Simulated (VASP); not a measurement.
# Ti (I4/mmm) in VASP: a series of runs, part 2 of 3

VASP 6.6.1. The steps go on from the part before.

### 4 Single point, r2SCAN (strain +0.000 along x and y, +0.040 along z)

File POSCAR:

```
Ti
1.0
   -1.6410000000      1.6410000000      1.7066400000
    1.6410000000     -1.6410000000      1.7066400000
    1.6410000000      1.6410000000     -1.7066400000
Ti
1
Direct
    0.0000000000      0.0000000000      0.0000000000
```

File INCAR.step1:

```
ALGO = Normal
EDIFF = 1E-4
ENCUT = 520
GGA = PE
ISMEAR = 0
LASPH = True
LCHARG = False
LREAL = False
LWAVE = True
NBANDS = 12
NELM = 80
PREC = Accurate
SIGMA = 0.15
```

File INCAR.step2:

```
ALGO = Normal
EDIFF = 1E-6
ENCUT = 520
ISIF = 2
ISMEAR = 0
ISTART = 1
LASPH = True
LCHARG = True
LELF = True
LMIXTAU = True
LREAL = False
LVHAR = True
LWAVE = False
METAGGA = R2SCAN
NBANDS = 12
NELM = 80
PREC = Accurate
SIGMA = 0.15
```

File KPOINTS:

```
k-points
0
Gamma
  20 20 20
```

Potentials or basis: VASP PAW PBE potentials, release 64 (Ti_sv).

The run is started by

```bash
$ cat potpaw_PBE.64/Ti_sv/POTCAR > POTCAR
$ cp INCAR.step1 INCAR
$ mpirun -np 1 vasp_std > vasp.out
$ cp INCAR.step2 INCAR
$ mpirun -np 1 vasp_std > vasp.out
```

OUTCAR:

```text
EDIFF = 1E-6
   ENCUT = 520
   ISIF = 2
   ISMEAR = 0
   ISTART = 1
   LASPH = True
   LREAL = False
   METAGGA = R2SCAN
   NELM = 80
   PREC = Accurate

 ion  position               nearest neighbor table
   1  0.000  0.000  0.000-

  LATTYP: Found a body centered tetragonal cell.
 ALAT       =     3.2820000000
 C/A-ratio  =     1.0400000000

  Lattice vectors:

 A1 = (  -1.6410000000,   1.6410000000,   1.7066400000)
 A2 = (   1.6410000000,  -1.6410000000,   1.7066400000)
 A3 = (   1.6410000000,   1.6410000000,  -1.7066400000)

Analysis of symmetry for initial positions (statically):
=====================================================================
 Subroutine PRICEL returns:
 Original cell was already a primitive cell.

 Routine SETGRP: Setting up the symmetry group for a
 body centered tetragonal supercell.

 Subroutine GETGRP returns: Found 16 space group operations
 (whereof 16 operations were pure point group operations)
 out of a pool of 16 trial point group operations.

The static configuration has the point symmetry D_4h.

Analysis of symmetry for dynamics (positions and initial velocities):
=====================================================================
 Subroutine PRICEL returns:
 Original cell was already a primitive cell.

 Routine SETGRP: Setting up the symmetry group for a
 body centered tetragonal supercell.

 Subroutine GETGRP returns: Found 16 space group operations
 (whereof 16 operations were pure point group operations)
 out of a pool of 16 trial point group operations.

The dynamic configuration has the point symmetry D_4h.

 Subroutine INISYM returns: Found 16 space group operations
 (whereof 16 operations are pure point group operations),
 and found     1 'primitive' translations

----------------------------------------------------------------------------------------

                                     Primitive cell

  volume of cell :      18.3831

  direct lattice vectors                    reciprocal lattice vectors
    -1.641000000  1.641000000  1.706640000     0.000000000  0.304692261  0.292973328
     1.641000000 -1.641000000  1.706640000     0.304692261  0.000000000  0.292973328
     1.641000000  1.641000000 -1.706640000     0.304692261  0.304692261  0.000000000

  length of vectors
     2.880691252  2.880691252  2.880691252     0.422694623  0.422694623  0.430899928

  position of ions in fractional coordinates (direct lattice)
     0.000000000  0.000000000  0.000000000

  ion indices of the primitive-cell ions
   primitive index   ion index
                 1           1

----------------------------------------------------------------------------------------

 KPOINTS: k-points

Automatic generation of k-mesh.
 Grid dimensions read from file:
 generate k-points for:   20   20   20

 Generating k-lattice:

  Cartesian coordinates                     Fractional coordinates (reciprocal lattice)
     0.000000000  0.015234613  0.014648666     0.050000000 -0.000000000  0.000000000
     0.015234613  0.000000000  0.014648666    -0.000000000  0.050000000  0.000000000
     0.015234613  0.015234613  0.000000000     0.000000000  0.000000000  0.050000000

  Length of vectors
     0.021134731  0.021134731  0.021544996

  Shift w.r.t. Gamma in fractional coordinates (k-lattice)
     0.000000000  0.000000000  0.000000000

 Subroutine IBZKPT returns following result:
 ===========================================

 Found    641 irreducible k-points:

 Following reciprocal coordinates:
            Coordinates               Weight
  0.000000  0.000000  0.000000      1.000000
  0.050000 -0.000000  0.000000      8.000000
  0.100000 -0.000000  0.000000      8.000000
  0.150000  0.000000  0.000000      8.000000
  0.200000 -0.000000  0.000000      8.000000
  0.250000  0.000000  0.000000      8.000000
[... 16 lines left out ...]
 -0.400000  0.050000 -0.000000     16.000000
 -0.350000  0.050000  0.000000     16.000000
 [... further k-points ...]
   k-points           NKPTS =    641   k-points in BZ     NKDIM =    641   number of bands    NBANDS=     12
   number of dos      NEDOS =    301   number of ions     NIONS =      1
   total plane-waves  NPLWV =  13824
   dimension x,y,z NGX =    24 NGY =   24 NGZ =   24
   dimension x,y,z NGXF=    48 NGYF=   48 NGZF=   48
   ions per type =               1
   NGX,Y,Z   is equivalent  to a cutoff of  13.85, 13.85, 13.85 a.u.
   NGXF,Y,Z  is equivalent  to a cutoff of  27.70, 27.70, 27.70 a.u.
 SYSTEM =  unknown system
   PREC   = accura    normal or accurate (medium, high low for compatibility)
   ISTART =      1    job   : 0-new  1-cont  2-samecut
   ICHARG =      0    charge: 1-file 2-atom 10-const
   ISPIN  =      1    spin polarized calculation?
   LNONCOLLINEAR =      F non collinear calculations
   LSORBIT =      F    spin-orbit coupling
   LASPH  =      T    aspherical Exc in radial PAW
   ENCUT  =  520.0 eV  38.22 Ry    6.18 a.u.   5.36  5.36  5.36*2*pi/ulx,y,z
   NELM   =     80;   NELMIN=  2; NELMDL=  0     # of ELM steps
   EDIFF  = 0.1E-05   stopping-criterion for ELM
   LREAL  =      F    real-space projection
   EDIFFG = 0.1E-04   stopping-criterion for IOM
   NSW    =      0    number of steps for IOM
   IBRION =     -1    ionic relax: 0-MD 1-quasi-New 2-CG
   NFREE  =      0    steps in history (QN), initial steepest desc. (CG)
   ISIF   =      2    stress and relaxation
   ISYM   =      2    0-nonsym 1-usesym 2-fastsym
   POTIM  = 0.5000    time-step for ionic-motion
   TEBEG  =    0.0;   TEEND  =   0.0 temperature during run
   PSTRESS=    0.0 pullay stress
   NELECT =      12.0000    total number of electrons
   NUPDOWN=      -1.0000    fix difference up-down
   EMIN   =  10.00;   EMAX   =-10.00  energy-range for DOS
   EFERMI =   0.00;   METHOD = LEGACY
   ISMEAR =     0;   SIGMA  =   0.15  broadening in eV -4-tet -1-fermi 0-gaus
   EFERMI_NEDOS =   21; number of points for ismear=-14 and -15
   IALGO  =     38    algorithm
   IMIX   =      4    mixing-type and parameters
     AMIX     =   0.40;   BMIX     =  1.00
     AMIX_MAG =   1.60;   BMIX_MAG =  1.00
  volume/ion in A,a.u.               =      18.38       124.06
  Fermi-wavevector in a.u.,A,eV,Ry     =   1.420133  2.683661 27.439910  2.016777
  Thomas-Fermi vector in A             =   2.541080
   LORBIT       =      0    0 simple, 1 ext, 2 COOP (PROOUT), +10 PAW based schemes
   METAGGA = R2SCAN    functional components
   LHFCALC =     F    Hartree Fock is set to
   AEXX    =    0.0000 exact exchange contribution
   IVDW    =     0    specifies the selected vdW correction
   LEPSILON=     F    determine dielectric tensor
   LRPA    =     F    only Hartree local field effects (RPA)
 non-spin polarized calculation
 Gauss-broadening in eV      SIGMA  =   0.15
  energy-cutoff  :      520.00
  volume of cell :       18.38
 maximum number of plane-waves:       510
 NGX is ok and might be reduce to    24
   NGX = 11   NGY = 11   NGZ = 11

 number of electron      12.0000002 magnetization

 Free energy of the ion-electron system (eV)
  ---------------------------------------------------
  ext. energy  EPLUGINS =         0.00000000
  ---------------------------------------------------
  free energy    TOTEN  =       -12.80674412 eV

  energy without entropy =      -12.77913087  energy(sigma->0) =      -12.79293750

 E-fermi :   7.5424     XC(G=0): -12.1130

 val. band max:        7.5422511358   @ k =   0.1500   0.1000   0.1000
 cond. band min:       7.5424716893   @ k =  -0.0500   0.4000   0.0500
 fundamental gap:      0.0002205535
 Fermi energy:         7.5424183782

 k-point     1 :       0.0000    0.0000    0.0000
  band No.  band energies     occupation
      1     -51.5074      2.00000
      2     -26.3702      2.00000
      3     -26.3702      2.00000
      4     -26.3660      2.00000
      5       1.3198      2.00000
      6       8.5298      0.00000
      7       8.5298      0.00000
      8       8.8144      0.00000
      9      10.1019      0.00000
     10      10.4268      0.00000
     11      24.7619      0.00000
     12      25.4689      0.00000
[... 331 lines left out ...]
 k-point    24 :      -0.3500    0.0500    0.0000
  band No.  band energies     occupation
      1     -51.4283      2.00000
      2     -26.7947      2.00000
      3     -26.4989      2.00000
      4     -26.3745      2.00000
      5       4.1955      2.00000
      6       7.6834      0.18365
      7       7.7090      0.11628
      8       9.9698      0.00000
      9      10.5258      0.00000
     10      10.7397      0.00000
     11      18.8984      0.00000
     12      22.3349      0.00000

 [... further k-points ...]
[... 5 lines left out ...]
  --------------------------------------------------------------------------------------
  -------------------------------------------------------------------------------------
  Total       -0.7775343     -0.7775343     -0.6027566      0.0000000     -0.0000000      0.0000000
  in kB      -67.7658780    -67.7658780    -52.5331554      0.0000000     -0.0000000      0.0000000
  external PRESSURE =     -62.6883038 kB  Pullay stress =       0.0000000 kB

 VOLUME and BASIS-vectors are now :
 -----------------------------------------------------------------------------
  energy-cutoff  :      520.00
  volume of cell :       18.38
      direct lattice vectors                 reciprocal lattice vectors
    -1.641000000  1.641000000  1.706640000     0.000000000  0.304692261  0.292973328
     1.641000000 -1.641000000  1.706640000     0.304692261  0.000000000  0.292973328
     1.641000000  1.641000000 -1.706640000     0.304692261  0.304692261  0.000000000

 POSITION                                       TOTAL-FORCE (eV/Angst)
 -----------------------------------------------------------------------------------
      0.00000      0.00000      0.00000         0.000000      0.000000      0.000000
 -----------------------------------------------------------------------------------
    total drift:                                0.000000      0.000000      0.000000

  FREE ENERGIE OF THE ION-ELECTRON SYSTEM (eV)
  ---------------------------------------------------
  free  energy   TOTEN  =       -12.8067441201 eV

  energy  without entropy=      -12.7791308704  energy(sigma->0) =      -12.79293750
```

It took 2.4 min on 1 thread of Intel Xeon 6975P-C (Granite Rapids), shared host; peak memory 0.25 GiB.

What came out:

```yaml
Free_energy: -12.8067 eV
Pressure: -6.3 GPa
Band_gap_on_the_k_mesh: zero (bands 6 and 7 overlap by 1.67 eV)
```

Stress tensor (GPa, compression positive):
```
-6.78  0.00  0.00
 0.00 -6.78  0.00
 0.00  0.00 -5.25
```

Caveat: the cell differs from its parent crystal (strain +0.000 along x and y, +0.040 along z); the cell stands under tension; the PAW data sets were made with another functional, which shifts forces and pressure a little.

(Continued in part 3 of 3.)
